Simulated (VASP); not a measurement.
# KF (Pm-3m) in VASP: a series of runs

The runs below take KF through single point, with LDA.

Everything below comes from runs of VASP 6.6.1. Logs are shortened: lines on timing, memory, paths and dates and some standing lists are left out, and cuts for length are marked.

## (1) The cell of the first run

Symmetry: Pm-3m, No. 221, cubic system. The conventional cell has a = 3.259 Å, b = 3.259 Å, c = 3.259 Å, α = 90.00°, β = 90.00°, γ = 90.00°. Within 3.7 Å of K (site symmetry m-3m) lie 8 F at 2.82 Å and 6 K at 3.26 Å. Within 3.7 Å of F (site symmetry m-3m) lie 8 K at 2.82 Å and 6 F at 3.26 Å.

## (2) Single point, LDA, collinear spin, ferromagnetic start

File INCAR:

```
SYSTEM = KF
ALGO = Normal
EDIFF = 1E-6
ENCUT = 520
ISIF = 2
ISMEAR = 0
ISPIN = 2
LASPH = .TRUE.
LCHARG = .TRUE.
LELF = .TRUE.
LORBIT = 11
LREAL = .FALSE.
LVHAR = .TRUE.
LWAVE = .FALSE.
MAGMOM = 0.5 0
NBANDS = 19
NELM = 150
PREC = Accurate
SIGMA = 0.02
```

File KPOINTS:

```
k-points
0
G
  8 8 8
  0 0 0
```

File POSCAR:

```
KF
1.0
    3.2589550000      0.0000000000      0.0000000000
    0.0000000000      3.2589550000      0.0000000000
    0.0000000000      0.0000000000      3.2589550000
K F
1 1
Direct
    0.0000000000      0.0000000000      0.0000000000
    0.5000000000      0.5000000000      0.5000000000
```

Potentials or basis: VASP PAW LDA potentials, release 64 (K_sv, F).

Run with:

```console
cat potpaw_LDA.64/K_sv/POTCAR potpaw_LDA.64/F/POTCAR > POTCAR
mpirun -np 1 vasp_std > vasp.out
```

OUTCAR:

```text
SYSTEM = KF
   EDIFF = 1E-6
   ENCUT = 520
   ISIF = 2
   ISMEAR = 0
   ISPIN = 2
   LASPH = .TRUE.
   LORBIT = 11
   LREAL = .FALSE.
   NELM = 150
   PREC = Accurate

 ion  position               nearest neighbor table
   1  0.000  0.000  0.000-   2 2.82   2 2.82   2 2.82   2 2.82   2 2.82   2 2.82   2 2.82   2 2.82

   2  0.500  0.500  0.500-   1 2.82   1 2.82   1 2.82   1 2.82   1 2.82   1 2.82   1 2.82   1 2.82

  LATTYP: Found a simple cubic cell.
 ALAT       =     3.2589550000

  Lattice vectors:

 A1 = (   3.2589550000,   0.0000000000,   0.0000000000)
 A2 = (   0.0000000000,   3.2589550000,   0.0000000000)
 A3 = (   0.0000000000,   0.0000000000,   3.2589550000)

Analysis of symmetry for initial positions (statically):
=====================================================================
 Subroutine PRICEL returns:
 Original cell was already a primitive cell.

 Routine SETGRP: Setting up the symmetry group for a
 simple cubic supercell.

 Subroutine GETGRP returns: Found 48 space group operations
 (whereof 48 operations were pure point group operations)
 out of a pool of 48 trial point group operations.

The static configuration has the point symmetry O_h .

Analysis of symmetry for dynamics (positions and initial velocities):
=====================================================================
 Subroutine PRICEL returns:
 Original cell was already a primitive cell.

 Routine SETGRP: Setting up the symmetry group for a
 simple cubic supercell.

 Subroutine GETGRP returns: Found 48 space group operations
 (whereof 48 operations were pure point group operations)
 out of a pool of 48 trial point group operations.

The dynamic configuration has the point symmetry O_h .

Analysis of structural, dynamic, and magnetic symmetry:
=====================================================================
 Subroutine PRICEL returns:
 Original cell was already a primitive cell.

 Routine SETGRP: Setting up the symmetry group for a
 simple cubic supercell.

 Subroutine GETGRP returns: Found 48 space group operations
 (whereof 48 operations were pure point group operations)
 out of a pool of 48 trial point group operations.

The overall configuration has the point symmetry O_h .

 Subroutine INISYM returns: Found 48 space group operations
 (whereof 48 operations are pure point group operations),
 and found     1 'primitive' translations

----------------------------------------------------------------------------------------

                                     Primitive cell

  volume of cell :      34.6127
[... 107 lines left out ...]
   IMIX   =      4    mixing-type and parameters
     AMIX     =   0.40;   BMIX     =  1.00
     AMIX_MAG =   1.60;   BMIX_MAG =  1.00
  volume/ion in A,a.u.               =      17.31       116.79
  Fermi-wavevector in a.u.,A,eV,Ry     =   1.265814  2.392041 21.800402  1.602284
  Thomas-Fermi vector in A             =   2.399047
   LORBIT       =     11    0 simple, 1 ext, 2 COOP (PROOUT), +10 PAW based schemes
   GGA     = CA    functional components
   LHFCALC =     F    Hartree Fock is set to
   AEXX    =    0.0000 exact exchange contribution
   IVDW    =     0    specifies the selected vdW correction
   LEPSILON=     F    determine dielectric tensor
   LRPA    =     F    only Hartree local field effects (RPA)
 spin polarized calculation
 Gauss-broadening in eV      SIGMA  =   0.02
  energy-cutoff  :      520.00
  volume of cell :       34.61
 maximum number of plane-waves:       952
   NGX = 13   NGY = 13   NGZ = 13

 number of electron      15.9999992 magnetization       0.0000439

 number of electron      15.9999992 magnetization      -0.0000236

 Free energy of the ion-electron system (eV)
  ---------------------------------------------------
  ext. energy  EPLUGINS =         0.00000000
  ---------------------------------------------------
  free energy    TOTEN  =        -8.86874717 eV

  energy without entropy =       -8.86874717  energy(sigma->0) =       -8.86874717

 E-fermi :  -2.3161     XC(G=0):  -9.7259

 val. band max:       -2.4611819523   @ k =   0.5000   0.5000   0.0000
 cond. band min:       3.4496334436   @ k =   0.0000   0.0000   0.0000
 fundamental gap:      5.9108153959
 Fermi energy:        -2.3161115771

 spin component 1

 k-point     1 :       0.0000    0.0000    0.0000
  band No.  band energies     occupation
      1     -28.9718      1.00000
      2     -20.9276      1.00000
      3     -12.2176      1.00000
      4     -12.2176      1.00000
      5     -12.2176      1.00000
      6      -2.5122      1.00000
[... 517 lines left out ...]
     18      20.9150      0.00000
     19      21.2165      0.00000

 [... further k-points ...]

 spin component 2

 k-point     1 :       0.0000    0.0000    0.0000
  band No.  band energies     occupation
      1     -28.9718      1.00000
      2     -20.9276      1.00000
      3     -12.2177      1.00000
      4     -12.2177      1.00000
      5     -12.2177      1.00000
      6      -2.5122      1.00000
[... 517 lines left out ...]
     18      20.9150      0.00000
     19      21.2165      0.00000

 [... further k-points ...]
[... 5 lines left out ...]
  --------------------------------------------------------------------------------------
  -------------------------------------------------------------------------------------
  Total       -1.2268586     -1.2268586     -1.2268586     -0.0000000     -0.0000000     -0.0000000
  in kB      -56.7897550    -56.7897550    -56.7897550     -0.0000000     -0.0000000     -0.0000000
  external PRESSURE =     -56.7897550 kB  Pullay stress =       0.0000000 kB

 VOLUME and BASIS-vectors are now :
 -----------------------------------------------------------------------------
  energy-cutoff  :      520.00
  volume of cell :       34.61
      direct lattice vectors                 reciprocal lattice vectors
     3.258955000  0.000000000  0.000000000     0.306846827  0.000000000  0.000000000
     0.000000000  3.258955000  0.000000000     0.000000000  0.306846827  0.000000000
     0.000000000  0.000000000  3.258955000     0.000000000  0.000000000  0.306846827

 POSITION                                       TOTAL-FORCE (eV/Angst)
 -----------------------------------------------------------------------------------
      0.00000      0.00000      0.00000         0.000000      0.000000      0.000000
      1.62948      1.62948      1.62948         0.000000      0.000000      0.000000
 -----------------------------------------------------------------------------------
    total drift:                                0.000000      0.000000     -0.000000

  FREE ENERGIE OF THE ION-ELECTRON SYSTEM (eV)
  ---------------------------------------------------
  free  energy   TOTEN  =        -8.8687471701 eV

  energy  without entropy=       -8.8687471701  energy(sigma->0) =       -8.86874717

 total charge

# of ion       s       p       d       tot
------------------------------------------
    1        1.954   5.562   0.030   7.546
    2        1.721   4.314   0.000   6.034
--------------------------------------------------
tot          3.675   9.875   0.030  13.581

 magnetization (x)

# of ion       s       p       d       tot
------------------------------------------
    1        0.000   0.000  -0.000   0.000
    2       -0.000  -0.000   0.000  -0.000
--------------------------------------------------
tot          0.000   0.000  -0.000   0.000
```

Run time: 29 s. Hardware: 1 thread of Intel Xeon Platinum 8259CL at 2.50GHz (Skylake/Cascade Lake), shared host; peak memory 0.15 GiB.

What came out:

```
Free energy                                           : -8.8687 eV
Pressure                                              : -5.7 GPa
Band gap on the k mesh                                : 5.91 eV, indirect (least direct gap 5.96 eV)
Net moment                                            : 0.00 μB per cell
Valence electrons inside the program's atomic spheres : K 7.55; F 6.03
```

A k mesh can miss the band edges. As with any semilocal functional, this LDA gap is likely too small.

## (3) Single point, LDA, collinear spin, ferromagnetic start

This run uses another cell than the first one, of 17.65 Å³/atom, 1.020 times its volume.

File INCAR:

```
ALGO = Normal
EDIFF = 1E-6
ENCUT = 520
GGA = CA
ISIF = 2
ISMEAR = 0
ISPIN = 2
LASPH = T
LCHARG = T
LELF = T
LORBIT = 11
LREAL = F
LVHAR = T
LWAVE = F
MAGMOM = 0.5 0
NBANDS = 19
NELM = 150
PREC = Accurate
SIGMA = 0.02
```

File KPOINTS:

```
k-points
0
Gamma
  8 8 8
```

File POSCAR:

```
KF
1.0
    3.2805381124      0.0000000000      0.0000000000
    0.0000000000      3.2805381124      0.0000000000
    0.0000000000      0.0000000000      3.2805381124
K F
1 1
Direct
    0.0000000000      0.0000000000      0.0000000000
    0.5000000000      0.5000000000      0.5000000000
```

Potentials or basis: VASP PAW LDA potentials, release 64 (K_sv, F).

Run with:

```console
cat potpaw_LDA.64/K_sv/POTCAR potpaw_LDA.64/F/POTCAR > POTCAR
mpirun -np 1 vasp_std > vasp.out
```

Run time: 24 s. Hardware: 1 thread of Intel Xeon Platinum 8259CL at 2.50GHz (Skylake/Cascade Lake), shared host; peak memory 0.15 GiB.

The run converged. Its results:

```yaml
Free_energy: -8.8442 eV
Pressure: -6.1 GPa
Band_gap_on_the_k_mesh: 5.78 eV, indirect (least direct gap 5.83 eV)
Net_moment: 0.00 μB per cell
Valence_electrons_inside_the_program's_atomic_spheres: K 7.54; F 6.03
```

Levels at points of the mesh, in eV from the valence-band top:
Spin up:
```
           k point  band 6  band 7  band 8  band 9  band 10  band 11
(0.00, 0.00, 0.00)   -0.05   -0.05   -0.05    5.78     8.05     8.05
(0.50, 0.00, 0.00)   -1.25   -0.16   -0.16    8.96     9.08    10.36
(0.50, 0.50, 0.00)   -0.62   -0.62    0.00    8.20     8.66    11.69
(0.50, 0.50, 0.50)   -1.04   -1.04   -1.04   10.18    10.18    10.18
```
Spin down:
| k point | band 6 | band 7 | band 8 | band 9 | band 10 | band 11 |
| --- | --- | --- | --- | --- | --- | --- |
| (0.00, 0.00, 0.00) | -0.05 | -0.05 | -0.05 | 5.78 | 8.05 | 8.05 |
| (0.50, 0.00, 0.00) | -1.25 | -0.16 | -0.16 | 8.96 | 9.08 | 10.36 |
| (0.50, 0.50, 0.00) | -0.62 | -0.62 | 0.00 | 8.20 | 8.66 | 11.69 |
| (0.50, 0.50, 0.50) | -1.04 | -1.04 | -1.04 | 10.18 | 10.18 | 10.18 |
